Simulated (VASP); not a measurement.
# Sn3Bi (Fm-3m) in VASP: a series of runs

Runs on Sn3Bi. Level: LDA. Tasks: single point, relaxation of cell and atoms.

Program: VASP 6.6.1. These are calculated values, not measurements. Logs are shortened: lines on timing, memory, paths and dates and some standing lists are left out, and cuts for length are marked.

## 1. The cell of the first run

The structure is cubic, space group Fm-3m (No. 225). Conventional cell: a = 7.532 Å, b = 7.532 Å, c = 7.532 Å, α = 90.00°, β = 90.00°, γ = 90.00°. Within 4.3 Å of Sn (site symmetry m-3m) lie 8 Sn at 3.26 Å and 6 Bi at 3.77 Å. Within 4.3 Å of Sn (site symmetry -43m) lie 10 Sn at 3.26 to 3.77 Å and 4 Bi at 3.26 Å. Bi (site symmetry m-3m) has 14 Sn at 3.26 to 3.77 Å within 4.3 Å.

## 2. Single point, LDA

INCAR reads:

```
ALGO = Normal
EDIFF = 1E-6
ENCUT = 520
ISIF = 2
ISMEAR = 0
LASPH = T
LCHARG = F
LREAL = F
LWAVE = F
NBANDS = 36
NELM = 100
PREC = Accurate
SIGMA = 0.1
```

KPOINTS reads:

```
k-points
0
Gamma
  10 10 10
```

POSCAR reads:

```
Sn3Bi
1.0
    0.0000000000      3.7657746891      3.7657746891
    3.7657746891      0.0000000000      3.7657746891
    3.7657746891      3.7657746891      0.0000000000
Sn Bi
3 1
Direct
    0.0000000000      0.0000000000      0.0000000000
    0.2500000000      0.2500000000      0.2500000000
    0.7500000000      0.7500000000      0.7500000000
    0.5000000000      0.5000000000      0.5000000000
```

Potentials or basis: VASP PAW LDA potentials, release 64 (Sn_d, Bi_d).

The run is started by

```bash
> cat potpaw_LDA.64/Sn_d/POTCAR potpaw_LDA.64/Bi_d/POTCAR > POTCAR
> mpirun -np 1 vasp_std > vasp.out
```

OUTCAR:

```text
EDIFF = 1E-6
   ENCUT = 520
   ISIF = 2
   ISMEAR = 0
   LASPH = T
   LREAL = F
   NELM = 100
   PREC = Accurate

 ion  position               nearest neighbor table
   1  0.000  0.000  0.000-   3 3.26   3 3.26   3 3.26   2 3.26   2 3.26   2 3.26   3 3.26   2 3.26
                             4 3.77   4 3.77   4 3.77   4 3.77   4 3.77   4 3.77
   2  0.250  0.250  0.250-   1 3.26   1 3.26   1 3.26   4 3.26   4 3.26   4 3.26   4 3.26   1 3.26

   3  0.750  0.750  0.750-   4 3.26   4 3.26   4 3.26   1 3.26   1 3.26   1 3.26   4 3.26   1 3.26

   4  0.500  0.500  0.500-   2 3.26   2 3.26   2 3.26   3 3.26   3 3.26   3 3.26   3 3.26   2 3.26
                             1 3.77   1 3.77   1 3.77   1 3.77   1 3.77   1 3.77

  LATTYP: Found a face centered cubic cell.
 ALAT       =     7.5315493782

  Lattice vectors:

 A1 = (   0.0000000000,   3.7657746891,   3.7657746891)
 A2 = (   3.7657746891,   0.0000000000,   3.7657746891)
 A3 = (   3.7657746891,   3.7657746891,   0.0000000000)

Analysis of symmetry for initial positions (statically):
=====================================================================
 Subroutine PRICEL returns:
 Original cell was already a primitive cell.

 Routine SETGRP: Setting up the symmetry group for a
 face centered cubic supercell.

 Subroutine GETGRP returns: Found 48 space group operations
 (whereof 48 operations were pure point group operations)
 out of a pool of 48 trial point group operations.

The static configuration has the point symmetry O_h .

Analysis of symmetry for dynamics (positions and initial velocities):
=====================================================================
 Subroutine PRICEL returns:
 Original cell was already a primitive cell.

 Routine SETGRP: Setting up the symmetry group for a
 face centered cubic supercell.

 Subroutine GETGRP returns: Found 48 space group operations
 (whereof 48 operations were pure point group operations)
 out of a pool of 48 trial point group operations.

The dynamic configuration has the point symmetry O_h .

 Subroutine INISYM returns: Found 48 space group operations
 (whereof 48 operations are pure point group operations),
 and found     1 'primitive' translations

----------------------------------------------------------------------------------------

                                     Primitive cell

  volume of cell :     106.8053

[... 84 lines left out ...]
   ISTART =      0    job   : 0-new  1-cont  2-samecut
   ICHARG =      2    charge: 1-file 2-atom 10-const
   ISPIN  =      1    spin polarized calculation?
   LNONCOLLINEAR =      F non collinear calculations
   LSORBIT =      F    spin-orbit coupling
   LASPH  =      T    aspherical Exc in radial PAW
   ENCUT  =  520.0 eV  38.22 Ry    6.18 a.u.   9.90  9.90  9.90*2*pi/ulx,y,z
   NELM   =    100;   NELMIN=  2; NELMDL= -5     # of ELM steps
   EDIFF  = 0.1E-05   stopping-criterion for ELM
   LREAL  =      F    real-space projection
   EDIFFG = 0.1E-04   stopping-criterion for IOM
   NSW    =      0    number of steps for IOM
   IBRION =     -1    ionic relax: 0-MD 1-quasi-New 2-CG
   NFREE  =      0    steps in history (QN), initial steepest desc. (CG)
   ISIF   =      2    stress and relaxation
   ISYM   =      2    0-nonsym 1-usesym 2-fastsym
   POTIM  = 0.5000    time-step for ionic-motion
   TEBEG  =    0.0;   TEEND  =   0.0 temperature during run
   PSTRESS=    0.0 pullay stress
   NELECT =      57.0000    total number of electrons
   NUPDOWN=      -1.0000    fix difference up-down
   EMIN   =  10.00;   EMAX   =-10.00  energy-range for DOS
   EFERMI =   0.00;   METHOD = LEGACY
   ISMEAR =     0;   SIGMA  =   0.10  broadening in eV -4-tet -1-fermi 0-gaus
   EFERMI_NEDOS =   21; number of points for ismear=-14 and -15
   IALGO  =     38    algorithm
   IMIX   =      4    mixing-type and parameters
     AMIX     =   0.40;   BMIX     =  1.00
     AMIX_MAG =   1.60;   BMIX_MAG =  1.00
  volume/ion in A,a.u.               =      26.70       180.19
  Fermi-wavevector in a.u.,A,eV,Ry     =   1.327910  2.509387 23.991781  1.763346
  Thomas-Fermi vector in A             =   2.457187
   LORBIT       =      0    0 simple, 1 ext, 2 COOP (PROOUT), +10 PAW based schemes
   GGA     = CA    functional components
   LHFCALC =     F    Hartree Fock is set to
   AEXX    =    0.0000 exact exchange contribution
   IVDW    =     0    specifies the selected vdW correction
   LEPSILON=     F    determine dielectric tensor
   LRPA    =     F    only Hartree local field effects (RPA)
 non-spin polarized calculation
 Gauss-broadening in eV      SIGMA  =   0.10
  energy-cutoff  :      520.00
  volume of cell :      106.81
 maximum number of plane-waves:      2891
   NGX = 19   NGY = 19   NGZ = 19

 number of electron      57.0000013 magnetization

 Free energy of the ion-electron system (eV)
  ---------------------------------------------------
  ext. energy  EPLUGINS =         0.00000000
  ---------------------------------------------------
  free energy    TOTEN  =       -17.76972452 eV

  energy without entropy =      -17.76237143  energy(sigma->0) =      -17.76604798

 E-fermi :   8.4435     XC(G=0): -10.8368

 val. band max:        8.3927086033   @ k =  -0.4000   0.2000   0.0000
 cond. band min:       8.4850395303   @ k =  -0.3000   0.3000   0.1000
 fundamental gap:      0.0923309270
 Fermi energy:         8.4435453330

 k-point     1 :       0.0000    0.0000    0.0000
  band No.  band energies     occupation
      1     -14.4576      2.00000
      2     -14.4576      2.00000
      3     -14.4576      2.00000
      4     -14.4407      2.00000
      5     -14.4407      2.00000
      6     -13.0042      2.00000
[... 925 lines left out ...]
     35      12.3143      0.00000
     36      13.2118      0.00000

 [... further k-points ...]
[... 5 lines left out ...]
  --------------------------------------------------------------------------------------
  -------------------------------------------------------------------------------------
  Total       -0.0173091     -0.0173091     -0.0173091      0.0000000     -0.0000000      0.0000000
  in kB       -0.2596527     -0.2596527     -0.2596527      0.0000000     -0.0000000      0.0000000
  external PRESSURE =      -0.2596527 kB  Pullay stress =       0.0000000 kB

 VOLUME and BASIS-vectors are now :
 -----------------------------------------------------------------------------
  energy-cutoff  :      520.00
  volume of cell :      106.81
      direct lattice vectors                 reciprocal lattice vectors
     0.000000000  3.765774689  3.765774689    -0.132774805  0.132774805  0.132774805
     3.765774689  0.000000000  3.765774689     0.132774805 -0.132774805  0.132774805
     3.765774689  3.765774689  0.000000000     0.132774805  0.132774805 -0.132774805

 POSITION                                       TOTAL-FORCE (eV/Angst)
 -----------------------------------------------------------------------------------
      0.00000      0.00000      0.00000         0.000000      0.000000      0.000000
      1.88289      1.88289      1.88289         0.000000     -0.000000      0.000000
      5.64866      5.64866      5.64866        -0.000000      0.000000     -0.000000
      3.76577      3.76577      3.76577         0.000000      0.000000      0.000000
 -----------------------------------------------------------------------------------
    total drift:                               -0.000000      0.000000      0.000000

  FREE ENERGIE OF THE ION-ELECTRON SYSTEM (eV)
  ---------------------------------------------------
  free  energy   TOTEN  =       -17.7697245194 eV

  energy  without entropy=      -17.7623714344  energy(sigma->0) =      -17.76604798
```

OSZICAR:

```text
N       E                     dE             d eps       ncg     rms          rms(c)
DAV:   1     0.610267129050E+03    0.61027E+03   -0.28572E+04  3412   0.241E+03
DAV:   2     0.671740452043E+02   -0.54309E+03   -0.53540E+03  3392   0.605E+02
DAV:   3    -0.135449113592E+02   -0.80719E+02   -0.79409E+02  3824   0.212E+02
DAV:   4    -0.176837326918E+02   -0.41388E+01   -0.41073E+01  3896   0.509E+01
DAV:   5    -0.178344261147E+02   -0.15069E+00   -0.15066E+00  4704   0.923E+00    0.253E+00
DAV:   6    -0.177852464924E+02    0.49180E-01   -0.93326E-02  4108   0.334E+00    0.133E+00
DAV:   7    -0.177708831031E+02    0.14363E-01   -0.56535E-02  3980   0.232E+00    0.262E-01
DAV:   8    -0.177698365134E+02    0.10466E-02   -0.41720E-03  4316   0.999E-01    0.110E-01
DAV:   9    -0.177697230284E+02    0.11349E-03   -0.77558E-04  4440   0.279E-01    0.161E-02
DAV:  10    -0.177697236923E+02   -0.66392E-06   -0.32781E-05  5480   0.831E-02    0.786E-03
DAV:  11    -0.177697245194E+02   -0.82713E-06   -0.63959E-06  3272   0.240E-02
   1 F= -.17769725E+02 E0= -.17766048E+02  d E =-.735309E-02
```

Wall time 4.5 min (1 thread of AMD EPYC, shared host); peak memory 0.26 GiB.

Results:

```
Free energy : -17.7697 eV
Pressure    : 0.0 GPa
```

Levels at points of the mesh, in eV from the Fermi level:
```tsv
k point	band 26	band 27	band 28	band 29	band 30	band 31	band 32	band 33
(0.00, 0.00, 0.00)	-2.18	-2.18	-1.56	-1.56	-1.56	-0.80	-0.80	-0.80
(0.50, 0.00, 0.00)	-3.00	-2.39	-2.39	0.27	0.36	2.74	2.74	3.17
(0.50, 0.50, 0.00)	-4.89	1.32	1.50	1.81	1.81	2.38	2.38	3.08
```

Caveat: spin-orbit coupling is left out, which moves the levels of the heavy elements.

## 3. Relaxation of cell and atoms, LDA

This run uses another cell than the first one, of 28.92 Å³/atom, 1.083 times its volume.

INCAR reads:

```
SYSTEM = Sn3Bi
PREC = Accurate
ENCUT = 600
EDIFF = 1E-6
ISMEAR = 0
SIGMA = 0.1
LREAL = .False.
LASPH = .True.
NELM = 100
ALGO = Normal
ISIF = 3
LWAVE = .False.
LCHARG = .False.
IBRION = 2
NSW = 70
EDIFFG = -0.005
```

KPOINTS reads:

```
Automatic mesh
0
Gamma
  10 10 10
  0 0 0
```

POSCAR reads:

```
Sn3Bi
1.0
    0.0000000000      3.8671059530      3.8671059530
    3.8671059530      0.0000000000      3.8671059530
    3.8671059530      3.8671059530      0.0000000000
Sn Bi
3 1
Direct
    0.0000000000      0.0000000000      0.0000000000
    0.2500000000      0.2500000000      0.2500000000
    0.7500000000      0.7500000000      0.7500000000
    0.5000000000      0.5000000000      0.5000000000
```

Potentials or basis: VASP PAW LDA potentials, release 64 (Sn_d, Bi_d).

The run is started by

```bash
> cat potpaw_LDA.64/Sn_d/POTCAR potpaw_LDA.64/Bi_d/POTCAR > POTCAR
> mpirun -np 1 vasp_std > vasp.out
```

Wall time 15 min (1 thread of AMD EPYC, shared host); peak memory 0.36 GiB.

The run converged. Its results:

```
Free energy                            : -17.7706 eV
Relaxed volume                         : 26.74 Å³/atom
Relaxed cell                           : a = 5.328 Å, b = 5.328 Å, c = 5.328 Å, α = 60.00°, β = 60.00°, γ = 60.00°
Space group after relaxing (to 0.05 Å) : Fm-3m (No. 225)
Energy gained by relaxing              : 28.7 meV/atom
Ionic steps                            : 3
Pressure after relaxing                : 0.0 GPa
```

The path:
| step | energy change (eV) | largest force (eV/Å) | pressure (GPa) | volume (Å³) |
| --- | --- | --- | --- | --- |
| 1 | 0.0000 | 0.0000 | -3.95 | 115.66 |
| 2 | -0.0998 | 0.0000 | 1.72 | 104.13 |
| 3 | -0.1147 | 0.0000 | 0.01 | 106.97 |

Final structure:
```
Sn Bi
1.0
     0.00000    3.76774    3.76774
     3.76774    0.00000    3.76774
     3.76774    3.76774    0.00000
Sn Bi
3 1
Direct
  0.00000 0.00000 0.00000
  0.25000 0.25000 0.25000
  0.75000 0.75000 0.75000
  0.50000 0.50000 0.50000
```

Levels at points of the mesh, in eV from the Fermi level:
```csv
k point,band 27,band 28,band 29,band 30,band 31,band 32
"(0.00, 0.00, 0.00)",-2.17,-1.56,-1.56,-1.56,-0.79,-0.79
"(0.50, 0.00, 0.00)",-2.39,-2.39,0.27,0.36,2.73,2.73
"(0.50, 0.50, 0.00)",1.31,1.50,1.81,1.81,2.38,2.38
```

Caveat: spin-orbit coupling is left out, which moves the levels of the heavy elements.
